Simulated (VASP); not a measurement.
# Pt (I4/mmm) in VASP: single point with PBE

Aim: the single point of Pt with PBE.

All numbers are computed with VASP 6.6.1; they aren't measurements. Logs are shortened: lines on timing, memory, paths and dates and some standing lists are left out, and cuts for length are marked.

## Step 1: The cell of the first run

It takes space group I4/mmm (No. 139, tetragonal). The conventional cell has a = 3.401 Å, b = 3.401 Å, c = 2.735 Å, α = 90.00°, β = 90.00°, γ = 90.00°. Within 3.6 Å of Pt (site symmetry 4/mmm) lie 14 Pt at 2.74 to 3.40 Å.

## Step 2: Single point, PBE

The input, POSCAR:

```
Pt
1.0
   -1.7006000316      1.7006000316      1.3676190837
    1.7006000316     -1.7006000316      1.3676190837
    1.7006000316      1.7006000316     -1.3676190837
Pt
1
Direct
    0.5000000000      0.5000000000      0.0000000000
```

The input, INCAR.step1:

```
ALGO = Fast
EDIFF = 1E-6
ENCUT = 520
GGA = PE
ISIF = 2
ISMEAR = 0
LASPH = True
LCHARG = True
LMAXMIX = 4
LREAL = False
LWAVE = False
NBANDS = 11
NELM = 80
PREC = Accurate
SIGMA = 0.1
```

The input, KPOINTS.step1:

```
k-points
0
Gamma
  26 26 26
```

The input, INCAR.step2:

```
ALGO = Fast
EDIFF = 1E-6
ENCUT = 520
GGA = PE
ICHARG = 11
ISIF = 2
ISMEAR = -5
LASPH = True
LCHARG = False
LMAXMIX = 4
LORBIT = 11
LREAL = False
LWAVE = False
NBANDS = 11
NEDOS = 2001
NELM = 80
PREC = Accurate
SIGMA = 0.1
```

The input, KPOINTS.step2:

```
k-points
0
Gamma
  39 39 39
```

Potentials or basis: VASP PAW PBE potentials, release 64 (Pt).

Launch:

```sh
> cat potpaw_PBE.64/Pt/POTCAR > POTCAR
> cp INCAR.step1 INCAR
> cp KPOINTS.step1 KPOINTS
> mpirun -np 1 vasp_std > vasp.out
> cp INCAR.step2 INCAR
> cp KPOINTS.step2 KPOINTS
> mpirun -np 1 vasp_std > vasp.out
```

OUTCAR:

```text
EDIFF = 1E-6
   ENCUT = 520
   GGA = PE
   ICHARG = 11
   ISIF = 2
   ISMEAR = -5
   LASPH = True
   LORBIT = 11
   LREAL = False
   NELM = 80
   PREC = Accurate

 ion  position               nearest neighbor table
   1  0.500  0.500  0.000-

  LATTYP: Found a body centered tetragonal cell.
 ALAT       =     3.4012000632
 C/A-ratio  =     0.8041979644

  Lattice vectors:

 A1 = (  -1.7006000316,   1.7006000316,   1.3676190837)
 A2 = (   1.7006000316,  -1.7006000316,   1.3676190837)
 A3 = (   1.7006000316,   1.7006000316,  -1.3676190837)

Analysis of symmetry for initial positions (statically):
=====================================================================
 Subroutine PRICEL returns:
 Original cell was already a primitive cell.

 Routine SETGRP: Setting up the symmetry group for a
 body centered tetragonal supercell.

 Subroutine GETGRP returns: Found 16 space group operations
 (whereof 16 operations were pure point group operations)
 out of a pool of 16 trial point group operations.

The static configuration has the point symmetry D_4h.

Analysis of symmetry for dynamics (positions and initial velocities):
=====================================================================
 Subroutine PRICEL returns:
 Original cell was already a primitive cell.

 Routine SETGRP: Setting up the symmetry group for a
 body centered tetragonal supercell.

 Subroutine GETGRP returns: Found 16 space group operations
 (whereof 16 operations were pure point group operations)
 out of a pool of 16 trial point group operations.

The dynamic configuration has the point symmetry D_4h.

 Subroutine INISYM returns: Found 16 space group operations
 (whereof 16 operations are pure point group operations),
 and found     1 'primitive' translations

----------------------------------------------------------------------------------------

                                     Primitive cell

  volume of cell :      15.8208

  direct lattice vectors                    reciprocal lattice vectors
    -1.700600032  1.700600032  1.367619084     0.000000000  0.294013872  0.365598876
     1.700600032 -1.700600032  1.367619084     0.294013872  0.000000000  0.365598876
     1.700600032  1.700600032 -1.367619084     0.294013872  0.294013872  0.000000000

  length of vectors
     2.766670001  2.766670001  2.766670001     0.469155300  0.469155300  0.415798405

  position of ions in fractional coordinates (direct lattice)
     0.500000000  0.500000000  0.000000000

  ion indices of the primitive-cell ions
   primitive index   ion index
                 1           1

----------------------------------------------------------------------------------------

 KPOINTS: k-points

Automatic generation of k-mesh.
 Grid dimensions read from file:
 generate k-points for:   39   39   39

 Generating k-lattice:

  Cartesian coordinates                     Fractional coordinates (reciprocal lattice)
     0.000000000  0.007538817  0.009374330     0.025641026  0.000000000  0.000000000
     0.007538817  0.000000000  0.009374330     0.000000000  0.025641026  0.000000000
     0.007538817  0.007538817  0.000000000     0.000000000  0.000000000  0.025641026

  Length of vectors
     0.012029623  0.012029623  0.010661498

  Shift w.r.t. Gamma in fractional coordinates (k-lattice)
     0.000000000  0.000000000  0.000000000

 TETIRR: Found 146595 inequivalent tetrahedra from   355914

 Subroutine IBZKPT returns following result:
 ===========================================

 Found   4200 irreducible k-points:

 Following reciprocal coordinates:
            Coordinates               Weight
  0.000000  0.000000  0.000000      1.000000
  0.025641  0.000000 -0.000000      8.000000
  0.051282 -0.000000  0.000000      8.000000
  0.076923 -0.000000  0.000000      8.000000
  0.102564 -0.000000  0.000000      8.000000
  0.128205 -0.000000  0.000000      8.000000
[... 16 lines left out ...]
  0.076923  0.025641  0.000000     16.000000
  0.102564  0.025641  0.000000     16.000000
 [... further k-points ...]
   k-points           NKPTS =   4200   k-points in BZ     NKDIM =   4200   number of bands    NBANDS=     11
   number of dos      NEDOS =   2001   number of ions     NIONS =      1
   total plane-waves  NPLWV =  13824
   dimension x,y,z NGX =    24 NGY =   24 NGZ =   24
   dimension x,y,z NGXF=    48 NGYF=   48 NGZF=   48
   ions per type =               1
   NGX,Y,Z   is equivalent  to a cutoff of  14.42, 14.42, 14.42 a.u.
   NGXF,Y,Z  is equivalent  to a cutoff of  28.84, 28.84, 28.84 a.u.
 SYSTEM =  unknown system
   PREC   = accura    normal or accurate (medium, high low for compatibility)
   ISTART =      0    job   : 0-new  1-cont  2-samecut
   ICHARG =     11    charge: 1-file 2-atom 10-const
   ISPIN  =      1    spin polarized calculation?
   LNONCOLLINEAR =      F non collinear calculations
   LSORBIT =      F    spin-orbit coupling
   LASPH  =      T    aspherical Exc in radial PAW
   ENCUT  =  520.0 eV  38.22 Ry    6.18 a.u.   5.14  5.14  5.14*2*pi/ulx,y,z
   NELM   =     80;   NELMIN=  2; NELMDL=  0     # of ELM steps
   EDIFF  = 0.1E-05   stopping-criterion for ELM
   LREAL  =      F    real-space projection
   EDIFFG = 0.1E-04   stopping-criterion for IOM
   NSW    =      0    number of steps for IOM
   IBRION =     -1    ionic relax: 0-MD 1-quasi-New 2-CG
   NFREE  =      0    steps in history (QN), initial steepest desc. (CG)
   ISIF   =      2    stress and relaxation
   ISYM   =      2    0-nonsym 1-usesym 2-fastsym
   POTIM  = 0.5000    time-step for ionic-motion
   TEBEG  =    0.0;   TEEND  =   0.0 temperature during run
   PSTRESS=    0.0 pullay stress
   NELECT =      10.0000    total number of electrons
   NUPDOWN=      -1.0000    fix difference up-down
   EMIN   =  10.00;   EMAX   =-10.00  energy-range for DOS
   EFERMI =   0.00;   METHOD = LEGACY
   ISMEAR =    -5;   SIGMA  =   0.10  broadening in eV -4-tet -1-fermi 0-gaus
   EFERMI_NEDOS =   21; number of points for ismear=-14 and -15
   IALGO  =     68    algorithm
   IMIX   =      4    mixing-type and parameters
     AMIX     =   0.40;   BMIX     =  1.00
     AMIX_MAG =   1.60;   BMIX_MAG =  1.00
  volume/ion in A,a.u.               =      15.82       106.76
  Fermi-wavevector in a.u.,A,eV,Ry     =   1.404963  2.654996 26.856839  1.973922
  Thomas-Fermi vector in A             =   2.527472
   LORBIT       =     11    0 simple, 1 ext, 2 COOP (PROOUT), +10 PAW based schemes
   GGA     = PE    functional components
   LHFCALC =     F    Hartree Fock is set to
   AEXX    =    0.0000 exact exchange contribution
   IVDW    =     0    specifies the selected vdW correction
   LEPSILON=     F    determine dielectric tensor
   LRPA    =     F    only Hartree local field effects (RPA)
 non-spin polarized calculation
 RMM-DIIS sequential band-by-band and
 Fermi weights with tetrahedron method with Bloechl corrections
  energy-cutoff  :      520.00
  volume of cell :       15.82
 maximum number of plane-waves:       436
 NGX is ok and might be reduce to    24

 number of electron      10.0000001 magnetization

 Free energy of the ion-electron system (eV)
  ---------------------------------------------------
  ext. energy  EPLUGINS =         0.00000000
  ---------------------------------------------------
  free energy    TOTEN  =        -6.09128051 eV

  energy without entropy =       -6.09128051  energy(sigma->0) =       -6.09128051

 E-fermi :  10.3324     XC(G=0): -13.1897

 val. band max:       10.3693342005   @ k =  -0.4103   0.4103   0.1282
 cond. band min:      10.2982849251   @ k =  -0.3846   0.3846   0.1538
 fundamental gap:     -0.0710492754
 Fermi energy:        10.3323565634

 k-point     1 :       0.0000    0.0000    0.0000
  band No.  band energies     occupation
      1       0.6785      2.00000
      2       5.6515      2.00000
      3       7.2661      2.00000
      4       7.6756      2.00000
      5       7.6756      2.00000
      6       9.9682      2.00000
      7      25.8870      0.00000
      8      25.8870      0.00000
      9      31.0431      0.00000
     10      35.2000      0.00000
     11      35.2372      0.00000

 k-point     2 :       0.0256    0.0000   -0.0000
  band No.  band energies     occupation
      1       0.7088      2.00000
      2       5.6619      2.00000
      3       7.2772      2.00000
      4       7.6665      2.00000
      5       7.6685      2.00000
      6       9.9545      2.00000
      7      25.9247      0.00000
      8      25.9335      0.00000
      9      30.9782      0.00000
     10      34.8005      0.00000
     11      35.1623      0.00000

 k-point     3 :       0.0513   -0.0000    0.0000
  band No.  band energies     occupation
      1       0.7992      2.00000
      2       5.6916      2.00000
      3       7.3047      2.00000
      4       7.6451      2.00000
      5       7.6497      2.00000
      6       9.9148      2.00000
      7      26.0339      0.00000
      8      26.0714      0.00000
      9      30.7766      0.00000
     10      34.1655      0.00000
     11      35.0295      0.00000

 k-point     4 :       0.0769   -0.0000    0.0000
  band No.  band energies     occupation
      1       0.9483      2.00000
      2       5.7350      2.00000
      3       7.3258      2.00000
      4       7.6265      2.00000
      5       7.6359      2.00000
      6       9.8528      2.00000
      7      26.2033      0.00000
      8      26.2969      0.00000
      9      30.4247      0.00000
     10      33.6185      0.00000
     11      34.8005      0.00000

 k-point     5 :       0.1026   -0.0000    0.0000
  band No.  band energies     occupation
      1       1.1535      2.00000
      2       5.7824      2.00000
      3       7.3000      2.00000
      4       7.6114      2.00000
      5       7.6823      2.00000
      6       9.7735      2.00000
      7      26.4113      0.00000
      8      26.6033      0.00000
      9      29.9278      0.00000
     10      33.2355      0.00000
     11      34.4557      0.00000
[... 211 lines left out ...]
 k-point    21 :       0.0256    0.0256   -0.0000
  band No.  band energies     occupation
      1       0.7767      2.00000
      2       5.6865      2.00000
      3       7.3175      2.00000
      4       7.6257      2.00000
      5       7.6531      2.00000
      6       9.9226      2.00000
      7      26.0284      0.00000
      8      26.0615      0.00000
      9      30.7641      0.00000
     10      34.6218      0.00000
     11      34.9442      0.00000

 k-point    22 :       0.0513    0.0256    0.0000
  band No.  band energies     occupation
      1       0.9036      2.00000
      2       5.7277      2.00000
      3       7.3628      2.00000
      4       7.5729      2.00000
      5       7.6432      2.00000
      6       9.8662      2.00000
      7      26.1984      0.00000
      8      26.2767      0.00000
      9      30.4372      0.00000
     10      34.0875      0.00000
     11      34.8152      0.00000

 k-point    23 :       0.0769    0.0256    0.0000
  band No.  band energies     occupation
      1       1.0877      2.00000
      2       5.7775      2.00000
      3       7.3627      2.00000
      4       7.5341      2.00000
      5       7.6760      2.00000
      6       9.7900      2.00000
      7      26.4187      0.00000
      8      26.5732      0.00000
      9      30.0000      0.00000
     10      33.5741      0.00000
     11      34.6209      0.00000

 k-point    24 :       0.1026    0.0256    0.0000
  band No.  band energies     occupation
      1       1.3253      2.00000
      2       5.8231      2.00000
      3       7.2879      2.00000
      4       7.5297      2.00000
      5       7.7803      2.00000
      6       9.6996      2.00000
      7      26.6588      0.00000
      8      26.9444      0.00000
      9      29.4682      0.00000
     10      33.1764      0.00000
     11      34.2953      0.00000

 [... further k-points ...]

------------------------ aborting loop because EDIFF is reached ----------------------------------------

  FORCE on cell =-STRESS in cart. coord.  units (eV):
  Direction    XX          YY          ZZ          XY          YZ          ZX
  --------------------------------------------------------------------------------------
  -------------------------------------------------------------------------------------
  Total       -0.0703467     -0.0703467     -0.0627261      0.0000000     -0.0000000     -0.0000000
  in kB       -7.1240111     -7.1240111     -6.3522805      0.0000000     -0.0000000     -0.0000000
  external PRESSURE =      -6.8667676 kB  Pullay stress =       0.0000000 kB

 VOLUME and BASIS-vectors are now :
 -----------------------------------------------------------------------------
  energy-cutoff  :      520.00
  volume of cell :       15.82
      direct lattice vectors                 reciprocal lattice vectors
    -1.700600032  1.700600032  1.367619084     0.000000000  0.294013872  0.365598876
     1.700600032 -1.700600032  1.367619084     0.294013872  0.000000000  0.365598876
     1.700600032  1.700600032 -1.367619084     0.294013872  0.294013872  0.000000000

 POSITION                                       TOTAL-FORCE (eV/Angst)
 -----------------------------------------------------------------------------------
      0.00000      0.00000      1.36762        -0.000000     -0.000000      0.000000
 -----------------------------------------------------------------------------------
    total drift:                               -0.000000     -0.000000      0.000000

  FREE ENERGIE OF THE ION-ELECTRON SYSTEM (eV)
  ---------------------------------------------------
  free  energy   TOTEN  =        -6.0912805085 eV

  energy  without entropy=       -6.0912805085  energy(sigma->0) =       -6.09128051

 total charge

# of ion       s       p       d       tot
------------------------------------------
    1        0.640   0.565   8.012   9.217
```

It took 4.2 min on 1 thread of Intel Xeon 6975P-C (Granite Rapids), shared host; peak memory 1 GiB.

What came out:

```yaml
Valence_electrons_inside_the_program's_atomic_spheres: Pt 9.22
```

Levels at points of the mesh, in eV from the Fermi level:
| k point | band 1 | band 2 | band 3 | band 4 | band 5 | band 6 | band 7 | band 8 | band 9 | band 10 |
| --- | --- | --- | --- | --- | --- | --- | --- | --- | --- | --- |
| (0.00, 0.00, 0.00) | -9.65 | -4.68 | -3.07 | -2.66 | -2.66 | -0.36 | 15.55 | 15.55 | 20.71 | 24.87 |

Caveat: spin-orbit coupling is left out, which moves the levels of the heavy elements; tetrahedron occupations give inexact forces and stress in metals.
